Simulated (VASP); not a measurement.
**FePt (Tetraferroplatinum): single point with PBE**

FePt (Tetraferroplatinum):

```
Pt Fe
1.0
     2.72350    0.00000    0.00000
     0.00000    2.72350    0.00000
     0.00000    0.00000    3.72000
Pt Fe
1 1
Cartesian
  1.3618 1.3618 1.8600
  0.0000 0.0000 0.0000
```

- Program: VASP 6.6.1
- Task: single point
- Functional: PBE
- Potentials or basis: VASP PAW PBE potentials, release 64 (Pt, Fe)
- Cutoff: 520 eV
- k mesh: 10 × 10 × 7
- Occupations: fermi-dirac, width 0.05 eV
- Spin: collinear spin, ferromagnetic start
- Starting moments: [0.0, 3.0] μB
- Dipole correction: no
- Further INCAR settings: ALGO = Normal; EDIFF = 1e-06; NBANDS = 20

The pressure is 2.9 GPa. The net moment is 3.27 μB per cell and the site moments are Pt +0.34; Fe +2.92 μB. The valence electrons inside the program's atomic spheres are Pt 9.44; Fe 6.99.

Stress tensor (GPa, compression positive):
```
2.76 0.00 0.00
0.00 2.76 0.00
0.00 0.00 3.32
```

Levels at points of the mesh, in eV from the Fermi level:
Spin up:
| k point | band 8 | band 9 | band 10 | band 11 | band 12 | band 13 | band 14 | band 15 |
| --- | --- | --- | --- | --- | --- | --- | --- | --- |
| (0.00, 0.00, 0.00) | -1.96 | -0.55 | -0.42 | -0.42 | 2.27 | 9.74 | 11.64 | 11.64 |
| (0.50, 0.00, 0.00) | -2.55 | -2.17 | -1.65 | 0.12 | 2.01 | 10.44 | 10.54 | 12.53 |
| (0.50, 0.50, 0.00) | -0.50 | -0.50 | 0.53 | 1.59 | 1.59 | 7.57 | 10.01 | 10.87 |
Spin down:
```tsv
k point	band 5	band 6	band 7	band 8	band 9	band 10	band 11	band 12
(0.00, 0.00, 0.00)	-2.39	-0.81	-0.78	0.57	1.65	1.65	1.67	2.45
(0.50, 0.00, 0.00)	-2.48	-1.39	-1.20	-0.90	0.51	0.67	2.35	2.55
(0.50, 0.50, 0.00)	0.92	1.23	1.63	1.70	1.72	1.72	1.73	1.73
```

Run time: 86 s on 1 thread of Intel(R) Xeon(R) Platinum 8259CL CPU @ 2.50GHz (Skylake/Cascade Lake) (shared host), peak memory 0.2 GiB.

Caveat: spin-orbit coupling is left out, which moves the levels of the heavy elements.
